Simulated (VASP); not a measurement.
Here is a VASP 6.6.1 calculation.

INCAR

```
ALGO     = Normal         # electronic algorithm
EDIFF    = 1E-8           # SCF threshold, eV
ENCUT    = 520            # plane-wave cutoff, eV
IBRION   = 8              # ionic algorithm
ISIF     = 2              # what is computed and relaxed
ISMEAR   = 0              # smearing method
LASPH    = True           # aspherical terms in the spheres
LCHARG   = False          # write CHGCAR
LREAL    = False          # projectors in reciprocal space
LWAVE    = False          # write WAVECAR
NBANDS   = 16             # bands
NELM     = 60             # most SCF steps
NSW      = 1              # ionic steps
PREC     = Accurate       # precision mode
SIGMA    = 0.01           # smearing width, eV
```

The input KPOINTS:

```
k-points
0
Gamma
  6 6 6
```

Contents of POSCAR:

```
CuI
1.0
    2.7695262403      2.7695262403      0.0000000000
   -2.7695262403      2.7695262403      0.0000000000
    0.0000000000      2.7695262403      2.7695262403
Cu I
1 1
Direct
    0.7500000000      0.2500000000      0.5000000000
    0.0000000000      0.0000000000      0.0000000000
```

Potentials or basis: VASP PAW LDA potentials, release 64 (Cu, I).

Command:

```bash
$ cat potpaw_LDA.64/Cu/POTCAR potpaw_LDA.64/I/POTCAR > POTCAR
$ mpirun -np 1 vasp_std > vasp.out
```

Task: Estimate the highest phonon frequency at Γ, LO-TO splitting left out.

Result: 227 cm⁻¹.

Phonon frequencies in cm⁻¹ (negative: imaginary):
```tsv
q point	frequencies
(0.000, 0.000, 0.000)	0 0 0 227 227 227
```

Caveat: the k points lie up to 0.38 Å⁻¹ apart; the cell wasn't relaxed at this level first, which shifts response properties.
